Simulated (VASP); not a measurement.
# Nb4H in VASP: a series of runs

Nb4H is run at these levels: LDA; tasks: single point.

Everything below comes from runs of VASP 6.6.1. Logs are shortened: lines on timing, memory, paths and dates and some standing lists are left out, and cuts for length are marked.

## (1) The cell of the first run

The cell holds a slab with vacuum, 5 atoms: a = 2.927 Å, b = 4.139 Å, c = 21.258 Å, α = 90.00°, β = 90.00°, γ = 90.00°.

## (2) Single point, LDA

The input, INCAR:

```
  ALGO = Normal
  DIPOL = 0.5 0.5 0.313
  EDIFF = 1E-7
  ENCUT = 520
  IDIPOL = 3
  ISIF = 2
  ISMEAR = 0
  LASPH = True
  LCHARG = False
  LDIPOL = True
  LREAL = False
  LWAVE = False
  NBANDS = 34
  NELM = 100
  PREC = Accurate
  SIGMA = 0.1
```

The input, KPOINTS:

```
k-points
0
Gamma
  9 7 1
```

The input, POSCAR:

```
Nb4H
1.0
    2.9270177669      0.0000000000      0.0000000000
    0.0000000000      4.1394282232      0.0000000000
    0.0000000000      0.0000000000     21.2576690685
Nb H
4 1
Direct
    0.5000000000      0.5000000000      0.1881673850
    0.0000000000      0.0000000000      0.2570135449
    0.5000000000      0.5000000000      0.3306382692
    0.0000000000      0.0000000000      0.3884559987
    0.0000000000      0.5000000000      0.4025685526
```

Potentials or basis: VASP PAW LDA potentials, release 64 (Nb_sv, H).

Launch:

```console
$ cat potpaw_LDA.64/Nb_sv/POTCAR potpaw_LDA.64/H/POTCAR > POTCAR
$ mpirun -np 1 vasp_std > vasp.out
```

OUTCAR:

```text
EDIFF = 1E-7
   ENCUT = 520
   ISIF = 2
   ISMEAR = 0
   LASPH = True
   LREAL = False
   NELM = 100
   PREC = Accurate

 ion  position               nearest neighbor table
   1  0.500  0.500  0.188-   2 2.93   2 2.93   2 2.93   2 2.93   3 3.03
   2  0.000  0.000  0.257-   4 2.79   1 2.93   1 2.93   1 2.93   1 2.93   3 2.98   3 2.98   3 2.98
                             3 2.98
   3  0.500  0.500  0.331-   4 2.82   4 2.82   4 2.82   4 2.82   2 2.98   2 2.98   2 2.98   2 2.98
                             1 3.03
   4  0.000  0.000  0.388-   2 2.79   3 2.82   3 2.82   3 2.82   3 2.82
   5  0.000  0.500  0.403-

  LATTYP: Found a simple orthorhombic cell.
 ALAT       =     2.9270177669
 B/A-ratio  =     1.4142135624
 C/A-ratio  =     7.2625691955

  Lattice vectors:

 A1 = (   2.9270177669,   0.0000000000,   0.0000000000)
 A2 = (   0.0000000000,   4.1394282232,   0.0000000000)
 A3 = (   0.0000000000,   0.0000000000,  21.2576690685)

Analysis of symmetry for initial positions (statically):
=====================================================================
 Subroutine PRICEL returns:
 Original cell was already a primitive cell.

 Routine SETGRP: Setting up the symmetry group for a
 simple orthorhombic supercell.

 Subroutine GETGRP returns: Found  4 space group operations
 (whereof  4 operations were pure point group operations)
 out of a pool of  8 trial point group operations.

The static configuration has the point symmetry C_2v.

Analysis of symmetry for dynamics (positions and initial velocities):
=====================================================================
 Subroutine PRICEL returns:
 Original cell was already a primitive cell.

 Routine SETGRP: Setting up the symmetry group for a
 simple orthorhombic supercell.

 Subroutine GETGRP returns: Found  4 space group operations
 (whereof  4 operations were pure point group operations)
 out of a pool of  8 trial point group operations.

The dynamic configuration has the point symmetry C_2v.

 Subroutine INISYM returns: Found  4 space group operations
 (whereof  4 operations are pure point group operations),
 and found     1 'primitive' translations

----------------------------------------------------------------------------------------

                                     Primitive cell

  volume of cell :     257.5617

  direct lattice vectors                    reciprocal lattice vectors
[... 97 lines left out ...]
   TEBEG  =    0.0;   TEEND  =   0.0 temperature during run
   PSTRESS=    0.0 pullay stress
   NELECT =      53.0000    total number of electrons
   NUPDOWN=      -1.0000    fix difference up-down
   EMIN   =  10.00;   EMAX   =-10.00  energy-range for DOS
   EFERMI =   0.00;   METHOD = LEGACY
   ISMEAR =     0;   SIGMA  =   0.10  broadening in eV -4-tet -1-fermi 0-gaus
   EFERMI_NEDOS =   21; number of points for ismear=-14 and -15
   IALGO  =     38    algorithm
   IMIX   =      4    mixing-type and parameters
     AMIX     =   0.40;   BMIX     =  1.00
     AMIX_MAG =   1.60;   BMIX_MAG =  1.00
  volume/ion in A,a.u.               =      51.51       347.62
  Fermi-wavevector in a.u.,A,eV,Ry     =   0.966510  1.826439 12.709767  0.934142
  Thomas-Fermi vector in A             =   2.096318
   LORBIT       =      0    0 simple, 1 ext, 2 COOP (PROOUT), +10 PAW based schemes
   GGA     = CA    functional components
   LHFCALC =     F    Hartree Fock is set to
   AEXX    =    0.0000 exact exchange contribution
   IVDW    =     0    specifies the selected vdW correction
   LEPSILON=     F    determine dielectric tensor
   LRPA    =     F    only Hartree local field effects (RPA)
 non-spin polarized calculation
 Gauss-broadening in eV      SIGMA  =   0.10
  energy-cutoff  :      520.00
  volume of cell :      257.56
 maximum number of plane-waves:      6993
 NGX is ok and might be reduce to    24
   NGX = 11   NGY = 15   NGZ = 79

 dipolmoment           0.000000      0.000000     -0.003940 electrons x Angstroem

 number of electron      52.9999999 magnetization

 dipolmoment           0.000000      0.000000      0.015018 electrons x Angstroem

 Free energy of the ion-electron system (eV)
  ---------------------------------------------------
  ext. energy  EPLUGINS =         0.00000000
  ---------------------------------------------------
  free energy    TOTEN  =       -44.02216760 eV

  energy without entropy =      -43.99094220  energy(sigma->0) =      -44.00655490

 E-fermi :   0.4939     XC(G=0):  -4.7114

 val. band max:        0.4448971286   @ k =   0.4444   0.2857   0.0000
 cond. band min:       0.4961450030   @ k =   0.0000   0.1429   0.0000
 fundamental gap:      0.0512478744
 Fermi energy:         0.4939034384

 k-point     1 :       0.0000    0.0000    0.0000
  band No.  band energies     occupation
      1     -54.1042      2.00000
      2     -54.0552      2.00000
      3     -53.8021      2.00000
      4     -53.7316      2.00000
      5     -30.8046      2.00000
      6     -30.5231      2.00000
[... 729 lines left out ...]
     33       2.4930      0.00000
     34       3.0948      0.00000

------------------------ aborting loop because EDIFF is reached ----------------------------------------

 vacuum level on the upper side and lower side of the slab       (xc-potential included)         0.102        -0.117

  FORCE on cell =-STRESS in cart. coord.  units (eV):
  Direction    XX          YY          ZZ          XY          YZ          ZX
  --------------------------------------------------------------------------------------
  -------------------------------------------------------------------------------------
  Total       -6.1118556     -3.7564451     -3.0346129      0.0000000      0.0000000      0.0000000
  in kB      -38.0191421    -23.3671780    -18.8769801      0.0000000      0.0000000      0.0000000
  external PRESSURE =     -26.7544334 kB  Pullay stress =       0.0000000 kB

 VOLUME and BASIS-vectors are now :
 -----------------------------------------------------------------------------
  energy-cutoff  :      520.00
  volume of cell :      257.56
      direct lattice vectors                 reciprocal lattice vectors
     2.927017767  0.000000000  0.000000000     0.341644663  0.000000000  0.000000000
     0.000000000  4.139428223  0.000000000     0.000000000  0.241579258  0.000000000
     0.000000000  0.000000000 21.257669069     0.000000000  0.000000000  0.047041846

 POSITION                                       TOTAL-FORCE (eV/Angst)
 -----------------------------------------------------------------------------------
      1.46351      2.06971      4.00000         0.000000      0.000000      1.457431
      0.00000      0.00000      5.46351         0.000000      0.000000     -1.268727
      1.46351      2.06971      7.02860         0.000000      0.000000      0.109296
      0.00000      0.00000      8.25767         0.000000      0.000000      0.291433
      0.00000      2.06971      8.55767         0.000000      0.000000     -0.589433
 -----------------------------------------------------------------------------------
    total drift:                                0.000000      0.000000      0.000100

  FREE ENERGIE OF THE ION-ELECTRON SYSTEM (eV)
  ---------------------------------------------------
  free  energy   TOTEN  =       -44.0221675986 eV

  energy  without entropy=      -43.9909421960  energy(sigma->0) =      -44.00655490

 vacuum level on the upper side and lower side of the slab         4.551         4.284
```

OSZICAR:

```text
N       E                     dE             d eps       ncg     rms          rms(c)
DAV:   1     0.569117252475E+03    0.56912E+03   -0.28603E+04  1736   0.136E+03
DAV:   2     0.106006480930E+02   -0.55852E+03   -0.54580E+03  1912   0.592E+02
DAV:   3    -0.438439731519E+02   -0.54445E+02   -0.53671E+02  2312   0.123E+02
[... 21 lines left out ...]
DAV:  25    -0.440221625184E+02   -0.63676E-05   -0.35511E-07  1264   0.224E-03    0.103E-03
DAV:  26    -0.440221658153E+02   -0.32969E-05   -0.24159E-07  1264   0.207E-03    0.474E-04
DAV:  27    -0.440221669823E+02   -0.11670E-05   -0.68440E-08  1096   0.126E-03    0.304E-04
DAV:  28    -0.440221674299E+02   -0.44762E-06   -0.42677E-08  1056   0.119E-03    0.125E-04
DAV:  29    -0.440221675568E+02   -0.12690E-06   -0.18366E-08  1024   0.900E-04    0.112E-04
DAV:  30    -0.440221675986E+02   -0.41783E-07   -0.16457E-08   994   0.777E-04
   1 F= -.44022168E+02 E0= -.44006555E+02  d E =-.312254E-01
```

Wall time 2.9 min (1 thread of Intel Xeon 6975P-C (Granite Rapids), shared host); peak memory 0.35 GiB.

Results:

| Item | Value |
| --- | --- |
| Free energy | -44.0222 eV |
| Largest force | 1.457 eV/Å |

Forces on the atoms (eV/Å):
```
Nb   0.000  0.000  1.457
Nb   0.000  0.000 -1.269
Nb   0.000  0.000  0.109
Nb   0.000  0.000  0.291
H    0.000  0.000 -0.589
```

## (3) Single point, LDA

The input, INCAR:

```
ALGO = Normal ; DIPOL = 0.5 0.5 0.325
EDIFF = 1E-6 ; ENCUT = 520
IDIPOL = 3 ; ISIF = 2
ISMEAR = 0 ; LASPH = True
LCHARG = True ; LDIPOL = True
LELF = True ; LREAL = False
LVACPOTAV = True ; LVHAR = True
LWAVE = False ; NBANDS = 34
NELM = 80 ; PREC = Accurate
SIGMA = 0.1
```

KPOINTS is that of step 2.

Changes to POSCAR since step 2:

```diff
@@ -12,2 +12,2 @@
     0.0000000000      0.0000000000      0.3884559987
-    0.0000000000      0.5000000000      0.4025685526
+    0.0000000000      0.5000000000      0.4594891866
```

Potentials or basis: VASP PAW LDA potentials, release 64 (Nb_sv, H).

Launch:

```console
$ cat potpaw_LDA.64/Nb_sv/POTCAR potpaw_LDA.64/H/POTCAR > POTCAR
$ mpirun -np 1 vasp_std > vasp.out
```

Run time: 2.6 min. Hardware: 1 thread of Intel Xeon 6975P-C (Granite Rapids), shared host; peak memory 0.34 GiB.

Results (log left out):

```
Free energy   : -42.5881 eV
Largest force : 1.403 eV/Å
```

Forces on the atoms (eV/Å):
```
Nb   0.000  0.000  1.256
Nb   0.000  0.000 -1.269
Nb   0.000  0.000  0.252
Nb   0.000  0.000  1.164
H    0.000  0.000 -1.403
```

Levels at points of the mesh, in eV from the Fermi level:
| k point | band 23 | band 24 | band 25 | band 26 | band 27 | band 28 | band 29 | band 30 |
| --- | --- | --- | --- | --- | --- | --- | --- | --- |
| (0.00, 0.00, 0.00) | -0.97 | -0.92 | -0.49 | -0.29 | 0.29 | 0.33 | 0.43 | 1.01 |

## (4) Single point, LDA

The input, INCAR:

```
PREC = Accurate ; ENCUT = 520
EDIFF = 1E-7 ; ISMEAR = 0
SIGMA = 0.1 ; LREAL = F
LASPH = T ; NELM = 100
ALGO = Normal ; ISIF = 2
LWAVE = F ; LCHARG = T
LDIPOL = T ; IDIPOL = 3
DIPOL = 0.5 0.5 0.334 ; GGA = CA
LELF = T ; LVHAR = T
LVACPOTAV = T ; NBANDS = 34
```

The input, KPOINTS:

```
Automatic mesh
0
Gamma
  9 7 1
```

Changes to POSCAR since step 3:

```diff
@@ -12,2 +12,2 @@
     0.0000000000      0.0000000000      0.3884559987
-    0.0000000000      0.5000000000      0.4594891866
+    0.0000000000      0.5000000000      0.5065310328
```

Launch:

```console
$ cat potpaw_LDA.64/Nb_sv/POTCAR potpaw_LDA.64/H/POTCAR > POTCAR
$ mpirun -np 1 vasp_std > vasp.out
```

Run time: 2.9 min. Hardware: 1 thread of Intel Xeon 6975P-C (Granite Rapids), shared host; peak memory 0.35 GiB.

Results (log left out):

| Quantity | Value |
| --- | --- |
| Free energy | -41.2846 eV |
| Largest force | 1.303 eV/Å |

Forces on the atoms (eV/Å):
```
Nb   0.000  0.000  1.300
Nb   0.000  0.000 -1.303
Nb   0.000  0.000 -0.047
Nb   0.000  0.000  1.016
H    0.000  0.000 -0.965
```

Levels at points of the mesh, in eV from the Fermi level:
| k point | band 22 | band 23 | band 24 | band 25 | band 26 | band 27 | band 28 | band 29 | band 30 | band 31 |
| --- | --- | --- | --- | --- | --- | --- | --- | --- | --- | --- |
| (0.00, 0.00, 0.00) | -2.00 | -1.23 | -0.96 | -0.47 | -0.29 | 0.32 | 0.33 | 0.34 | 0.74 | 1.55 |
